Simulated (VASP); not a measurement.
# SiMo3 (Pm-3n) in VASP: notebook

SiMo3 is run at these levels: PBEsol; tasks: single point, relaxation of cell and atoms.

All numbers are computed with VASP 6.6.1; they aren't measurements. Logs are shortened: lines on timing, memory, paths and dates and some standing lists are left out, and cuts for length are marked.

### 1 The cell of the first run

It takes space group Pm-3n (No. 223, cubic). Conventional cell: a = 4.889 Å, b = 4.889 Å, c = 4.889 Å, α = 90.00°, β = 90.00°, γ = 90.00°. Si (site symmetry m-3) has 12 Mo at 2.73 Å within 3.6 Å. Within 3.2 Å of Mo (site symmetry -4m2) lie 10 Mo at 2.44 to 2.99 Å and 4 Si at 2.73 Å.

### 2 Single point, PBEsol

Contents of INCAR:

```
SYSTEM = SiMo3
ALGO     = Normal         ! electronic algorithm
EDIFF    = 1E-6           ! SCF threshold, eV
ENCUT    = 520            ! plane-wave cutoff, eV
GGA      = PS             ! functional
ISIF     = 2              ! what is computed and relaxed
ISMEAR   = 0              ! smearing method
LASPH    = .TRUE.         ! aspherical terms in the spheres
LCHARG   = .TRUE.         ! write CHGCAR
LELF     = .TRUE.         ! ELF
LREAL    = .FALSE.        ! projectors in reciprocal space
LVHAR    = .TRUE.       
LWAVE    = .FALSE.        ! write WAVECAR
NBANDS   = 56             ! bands
NELM     = 100            ! most SCF steps
PREC     = Accurate       ! precision mode
SIGMA    = 0.1            ! smearing width, eV
```

Contents of KPOINTS:

```
k-points
0
G
  4 4 4
  0 0 0
```

Contents of POSCAR:

```
SiMo3
1.0
    4.8890000000      0.0000000000      0.0000000000
    0.0000000000      4.8890000000      0.0000000000
    0.0000000000      0.0000000000      4.8890000000
Si Mo
2 6
Direct
    0.0000000000      0.0000000000      0.0000000000
    0.5000000000      0.5000000000      0.5000000000
    0.2500000000      0.0000000000      0.5000000000
    0.5000000000      0.7500000000      0.0000000000
    0.7500000000      0.0000000000      0.5000000000
    0.5000000000      0.2500000000      0.0000000000
    0.0000000000      0.5000000000      0.7500000000
    0.0000000000      0.5000000000      0.2500000000
```

Potentials or basis: VASP PAW PBE potentials, release 64 (Si, Mo_sv).

On the command line:

```bash
$ cat potpaw_PBE.64/Si/POTCAR potpaw_PBE.64/Mo_sv/POTCAR > POTCAR
$ mpirun -np 1 vasp_std > vasp.out
```

OUTCAR:

```text
SYSTEM = SiMo3
   EDIFF = 1E-6
   ENCUT = 520
   GGA = PS
   ISIF = 2
   ISMEAR = 0
   LASPH = .TRUE.
   LREAL = .FALSE.
   NELM = 100
   PREC = Accurate

 ion  position               nearest neighbor table
   1  0.000  0.000  0.000-   3 2.73   4 2.73   5 2.73   6 2.73   7 2.73   8 2.73   3 2.73   5 2.73
                             7 2.73   8 2.73   4 2.73   6 2.73
   2  0.500  0.500  0.500-   3 2.73   4 2.73   5 2.73   6 2.73   7 2.73   8 2.73   4 2.73   6 2.73
                             3 2.73   5 2.73   7 2.73   8 2.73
   3  0.250  0.000  0.500-   5 2.44   5 2.44   1 2.73   1 2.73   2 2.73   2 2.73   8 2.99   4 2.99
                             4 2.99   6 2.99   6 2.99   7 2.99   8 2.99   7 2.99
   4  0.500  0.750  0.000-   6 2.44   6 2.44   1 2.73   2 2.73   2 2.73   1 2.73   8 2.99   5 2.99
                             3 2.99   5 2.99   3 2.99   7 2.99   7 2.99   8 2.99
   5  0.750  0.000  0.500-   3 2.44   3 2.44   1 2.73   1 2.73   2 2.73   2 2.73   8 2.99   4 2.99
                             4 2.99   6 2.99   6 2.99   7 2.99   8 2.99   7 2.99
   6  0.500  0.250  0.000-   4 2.44   4 2.44   1 2.73   2 2.73   2 2.73   1 2.73   8 2.99   3 2.99
                             3 2.99   5 2.99   5 2.99   7 2.99   7 2.99   8 2.99
   7  0.000  0.500  0.750-   8 2.44   8 2.44   1 2.73   2 2.73   1 2.73   2 2.73   3 2.99   4 2.99
                             5 2.99   3 2.99   5 2.99   6 2.99   4 2.99   6 2.99
   8  0.000  0.500  0.250-   7 2.44   7 2.44   1 2.73   2 2.73   1 2.73   2 2.73   3 2.99   4 2.99
                             5 2.99   3 2.99   5 2.99   6 2.99   4 2.99   6 2.99

  LATTYP: Found a simple cubic cell.
 ALAT       =     4.8890000000

  Lattice vectors:

 A1 = (   4.8890000000,   0.0000000000,   0.0000000000)
 A2 = (   0.0000000000,   4.8890000000,   0.0000000000)
 A3 = (   0.0000000000,   0.0000000000,   4.8890000000)

Analysis of symmetry for initial positions (statically):
=====================================================================
 Subroutine PRICEL returns:
 Original cell was already a primitive cell.

 Routine SETGRP: Setting up the symmetry group for a
 simple cubic supercell.

 Subroutine GETGRP returns: Found 48 space group operations
 (whereof 24 operations were pure point group operations)
 out of a pool of 48 trial point group operations.

The static configuration has the point symmetry T_h .
 The point group associated with its full space group is O_h .

Analysis of symmetry for dynamics (positions and initial velocities):
=====================================================================
 Subroutine PRICEL returns:
 Original cell was already a primitive cell.

 Routine SETGRP: Setting up the symmetry group for a
 simple cubic supercell.

 Subroutine GETGRP returns: Found 48 space group operations
 (whereof 24 operations were pure point group operations)
 out of a pool of 48 trial point group operations.

The dynamic configuration has the point symmetry T_h .
 The point group associated with its full space group is O_h .

 Subroutine INISYM returns: Found 48 space group operations
 (whereof 24 operations are pure point group operations),
 and found     1 'primitive' translations

----------------------------------------------------------------------------------------

                                     Primitive cell

  volume of cell :     116.8584

  direct lattice vectors                    reciprocal lattice vectors
     4.889000000  0.000000000  0.000000000     0.204540806  0.000000000  0.000000000
     0.000000000  4.889000000  0.000000000     0.000000000  0.204540806  0.000000000
     0.000000000  0.000000000  4.889000000     0.000000000  0.000000000  0.204540806

  length of vectors
     4.889000000  4.889000000  4.889000000     0.204540806  0.204540806  0.204540806

  position of ions in fractional coordinates (direct lattice)
     0.000000000  0.000000000  0.000000000
     0.500000000  0.500000000  0.500000000
     0.250000000  0.000000000  0.500000000
     0.500000000  0.750000000  0.000000000
     0.750000000  0.000000000  0.500000000
     0.500000000  0.250000000  0.000000000
     0.000000000  0.500000000  0.750000000
     0.000000000  0.500000000  0.250000000

  ion indices of the primitive-cell ions
   primitive index   ion index
                 1           1
                 2           2
                 3           3
                 4           4
                 5           5
                 6           6
                 7           7
                 8           8

----------------------------------------------------------------------------------------

 KPOINTS: k-points

Automatic generation of k-mesh.
 Grid dimensions read from file:
 generate k-points for:    4    4    4

 Generating k-lattice:

  Cartesian coordinates                     Fractional coordinates (reciprocal lattice)
     0.051135201  0.000000000  0.000000000     0.250000000  0.000000000  0.000000000
     0.000000000  0.051135201  0.000000000     0.000000000  0.250000000  0.000000000
     0.000000000  0.000000000  0.051135201     0.000000000  0.000000000  0.250000000

  Length of vectors
     0.051135201  0.051135201  0.051135201

  Shift w.r.t. Gamma in fractional coordinates (k-lattice)
     0.000000000  0.000000000  0.000000000

 Subroutine IBZKPT returns following result:
 ===========================================

 Found     10 irreducible k-points:

 Following reciprocal coordinates:
            Coordinates               Weight
  0.000000  0.000000  0.000000      1.000000
  0.250000  0.000000  0.000000      6.000000
  0.500000  0.000000  0.000000      3.000000
  0.250000  0.250000  0.000000     12.000000
  0.500000  0.250000  0.000000     12.000000
  0.500000  0.500000  0.000000      3.000000
  0.250000  0.250000  0.250000      8.000000
  0.500000  0.250000  0.250000     12.000000
  0.500000  0.500000  0.250000      6.000000
  0.500000  0.500000  0.500000      1.000000
   k-points           NKPTS =     10   k-points in BZ     NKDIM =     10   number of bands    NBANDS=     56
   number of dos      NEDOS =    301   number of ions     NIONS =      8
   total plane-waves  NPLWV =  46656
   dimension x,y,z NGX =    36 NGY =   36 NGZ =   36
   dimension x,y,z NGXF=    72 NGYF=   72 NGZF=   72
   ions per type =               2   6
   NGX,Y,Z   is equivalent  to a cutoff of  12.24, 12.24, 12.24 a.u.
   NGXF,Y,Z  is equivalent  to a cutoff of  24.48, 24.48, 24.48 a.u.
 SYSTEM =  SiMo3
   PREC   = accura    normal or accurate (medium, high low for compatibility)
   ISTART =      0    job   : 0-new  1-cont  2-samecut
   ICHARG =      2    charge: 1-file 2-atom 10-const
   ISPIN  =      1    spin polarized calculation?
   LNONCOLLINEAR =      F non collinear calculations
   LSORBIT =      F    spin-orbit coupling
   LASPH  =      T    aspherical Exc in radial PAW
   ENCUT  =  520.0 eV  38.22 Ry    6.18 a.u.   9.09  9.09  9.09*2*pi/ulx,y,z
   NELM   =    100;   NELMIN=  2; NELMDL= -5     # of ELM steps
   EDIFF  = 0.1E-05   stopping-criterion for ELM
   LREAL  =      F    real-space projection
   EDIFFG = 0.1E-04   stopping-criterion for IOM
   NSW    =      0    number of steps for IOM
   IBRION =     -1    ionic relax: 0-MD 1-quasi-New 2-CG
   NFREE  =      0    steps in history (QN), initial steepest desc. (CG)
   ISIF   =      2    stress and relaxation
   ISYM   =      2    0-nonsym 1-usesym 2-fastsym
   POTIM  = 0.5000    time-step for ionic-motion
   TEBEG  =    0.0;   TEEND  =   0.0 temperature during run
   PSTRESS=    0.0 pullay stress
   NELECT =      92.0000    total number of electrons
   NUPDOWN=      -1.0000    fix difference up-down
   EMIN   =  10.00;   EMAX   =-10.00  energy-range for DOS
   EFERMI =   0.00;   METHOD = LEGACY
   ISMEAR =     0;   SIGMA  =   0.10  broadening in eV -4-tet -1-fermi 0-gaus
   EFERMI_NEDOS =   21; number of points for ismear=-14 and -15
   IALGO  =     38    algorithm
   IMIX   =      4    mixing-type and parameters
     AMIX     =   0.40;   BMIX     =  1.00
     AMIX_MAG =   1.60;   BMIX_MAG =  1.00
  volume/ion in A,a.u.               =      14.61        98.57
  Fermi-wavevector in a.u.,A,eV,Ry     =   1.511648  2.856601 31.090405  2.285080
  Thomas-Fermi vector in A             =   2.621677
   LORBIT       =      0    0 simple, 1 ext, 2 COOP (PROOUT), +10 PAW based schemes
   GGA     = PS    functional components
   LHFCALC =     F    Hartree Fock is set to
   AEXX    =    0.0000 exact exchange contribution
   IVDW    =     0    specifies the selected vdW correction
   LEPSILON=     F    determine dielectric tensor
   LRPA    =     F    only Hartree local field effects (RPA)
 non-spin polarized calculation
 Gauss-broadening in eV      SIGMA  =   0.10
  energy-cutoff  :      520.00
  volume of cell :      116.86
 maximum number of plane-waves:      3178
   NGX = 19   NGY = 19   NGZ = 19

 number of electron      91.9999979 magnetization

 Free energy of the ion-electron system (eV)
  ---------------------------------------------------
  ext. energy  EPLUGINS =         0.00000000
  ---------------------------------------------------
  free energy    TOTEN  =       -84.96836428 eV

  energy without entropy =      -84.93807721  energy(sigma->0) =      -84.95322075

 E-fermi :  12.5945     XC(G=0): -13.2329

 val. band max:       12.5587498469   @ k =   0.5000   0.5000   0.0000
 cond. band min:      12.6346930875   @ k =   0.5000   0.2500   0.0000
 fundamental gap:      0.0759432406
 Fermi energy:        12.5945166434

 k-point     1 :       0.0000    0.0000    0.0000
  band No.  band energies     occupation
      1     -48.5367      2.00000
      2     -48.4200      2.00000
      3     -48.4200      2.00000
      4     -48.0886      2.00000
      5     -48.0886      2.00000
      6     -48.0886      2.00000
[... 579 lines left out ...]
     55      14.8886      0.00000
     56      14.8886      0.00000

------------------------ aborting loop because EDIFF is reached ----------------------------------------

  FORCE on cell =-STRESS in cart. coord.  units (eV):
  Direction    XX          YY          ZZ          XY          YZ          ZX
  --------------------------------------------------------------------------------------
  -------------------------------------------------------------------------------------
  Total       -2.1087087     -2.1087087     -2.1087087      0.0000000      0.0000000     -0.0000000
  in kB      -28.9112634    -28.9112634    -28.9112634      0.0000000      0.0000000     -0.0000000
  external PRESSURE =     -28.9112634 kB  Pullay stress =       0.0000000 kB

 VOLUME and BASIS-vectors are now :
 -----------------------------------------------------------------------------
  energy-cutoff  :      520.00
  volume of cell :      116.86
      direct lattice vectors                 reciprocal lattice vectors
     4.889000000  0.000000000  0.000000000     0.204540806  0.000000000  0.000000000
     0.000000000  4.889000000  0.000000000     0.000000000  0.204540806  0.000000000
     0.000000000  0.000000000  4.889000000     0.000000000  0.000000000  0.204540806

 POSITION                                       TOTAL-FORCE (eV/Angst)
 -----------------------------------------------------------------------------------
      0.00000      0.00000      0.00000        -0.000000     -0.000000      0.000000
      2.44450      2.44450      2.44450        -0.000000     -0.000000      0.000000
      1.22225      0.00000      2.44450         0.000000     -0.000000     -0.000000
      2.44450      3.66675      0.00000        -0.000000     -0.000000     -0.000000
      3.66675      0.00000      2.44450        -0.000000      0.000000      0.000000
      2.44450      1.22225      0.00000         0.000000      0.000000      0.000000
      0.00000      2.44450      3.66675        -0.000000     -0.000000      0.000000
      0.00000      2.44450      1.22225         0.000000      0.000000     -0.000000
 -----------------------------------------------------------------------------------
    total drift:                                0.000000      0.000000     -0.000000

  FREE ENERGIE OF THE ION-ELECTRON SYSTEM (eV)
  ---------------------------------------------------
  free  energy   TOTEN  =       -84.9683642790 eV

  energy  without entropy=      -84.9380772114  energy(sigma->0) =      -84.95322075
```

It took 63 s on 1 thread of Intel Xeon 6975P-C (Granite Rapids), shared host; peak memory 0.21 GiB.

Results:

```
Free energy            : -84.9684 eV
Pressure               : -2.9 GPa
Band gap on the k mesh : zero (bands 46 and 47 overlap by 2.43 eV)
```

Levels at points of the mesh, in eV from the Fermi level:
```csv
k point,band 41,band 42,band 43,band 44,band 45,band 46,band 47,band 48,band 49,band 50
"(0.00, 0.00, 0.00)",-2.14,-2.14,-1.52,-1.52,1.30,1.30,1.30,2.09,2.41,2.41
"(0.50, 0.00, 0.00)",-2.43,-2.43,-1.66,-1.66,0.31,0.31,0.98,0.98,1.55,1.55
"(0.50, 0.50, 0.00)",-1.20,-1.20,-1.08,-0.81,-0.81,-0.72,-0.66,-0.44,-0.04,0.31
"(0.50, 0.50, 0.50)",-1.71,-1.71,-1.14,-1.14,-1.14,-1.14,-1.14,-1.14,1.32,1.32
```

Caveat: the PAW data sets were made with another functional, which shifts forces and pressure a little.

[end of part 1 of 2]
